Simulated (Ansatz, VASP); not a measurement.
## One calculation of Ta4O, two programs

File INCAR:

```
ALGO = Normal ; EDIFF = 1E-6
ENCUT = 520 ; GGA = PS
ISIF = 2 ; ISMEAR = 0
LASPH = T ; LCHARG = F
LREAL = F ; LWAVE = F
NBANDS = 33 ; NELM = 60
PREC = Accurate ; SIGMA = 0.1
```

The input KPOINTS:

```
k-points
0
Gamma
  16 16 8
```

Contents of POSCAR:

```
Ta4O
1.0
    3.2574970000      0.0000000000      0.0000000000
    0.0000000000      3.2574970000      0.0000000000
    0.0000000000      0.0000000000      7.4093410000
Ta O
4 1
Direct
    0.0000000000      0.0000000000      0.5000000000
    0.5000000000      0.5000000000      0.7831580000
    0.5000000000      0.5000000000      0.2168420000
    0.0000000000      0.0000000000      0.0000000000
    0.5000000000      0.5000000000      0.5000000000
```

Input for Ansatz:

```yaml
crystal:
  lattice:
    - [3.257497, 0.0, 0.0]
    - [0.0, 3.257497, 0.0]
    - [0.0, 0.0, 7.409341]
  atoms:
    - { symbol: Ta, position: [0.0, 0.0, 0.5] }
    - { symbol: Ta, position: [0.5, 0.5, 0.783158] }
    - { symbol: Ta, position: [0.5, 0.5, 0.216842] }
    - { symbol: Ta, position: [0.0, 0.0, 0.0] }
    - { symbol: O, position: [0.5, 0.5, 0.5] }
basis:
  ecutwfc: 420
kpoints:
  mp_grid: { grid: [16, 16, 8] }
hamiltonian:
  xc: pbesol
scf:
  occupations: { method: gaussian, width: 0.1 }
output:
  forces: true
  stress: true
  eigenvalues: true
```

Alike in both runs: task single point; functional PBEsol; k mesh 16 × 16 × 8; occupations gaussian, width 0.1 eV; no spin polarisation.

|  | VASP | Ansatz |
| --- | --- | --- |
| version | VASP 6.6.1 | Ansatz 0.2.0 |
| potentials or method | VASP PAW PBE potentials, release 64 (Ta_pv, O), cutoff 520 eV | scalar-relativistic, plane waves, PAW |
| valence electrons in the cell | 50 | 58 |

|  | VASP | Ansatz | Ansatz less VASP |
| --- | --- | --- | --- |
| gap on the k mesh at the Fermi level (eV) | none | none | - |
| pressure (GPa) | -7.8 | -8.1 | -0.28 |
| traceless stress, the component that is largest in VASP (GPa) | -0.33 | -0.46 | -0.125 |
| rms of the force components (eV/Å) | 0.017 | 0.030 | +0.0129 |

VASP's potentials were made for PBE, not for PBEsol. Atom by atom the forces differ by 0.013 eV/Å (rms over components). A gap of «none» marks a metal or a gap that the smearing closes. The functional is the same, so the differences come from potentials, cutoffs and numerics. VASP's potentials hold 50 valence electrons a cell and Ansatz's 58, so a difference there can come from the potentials and not from the codes.

Neither program's run includes spin-orbit coupling.
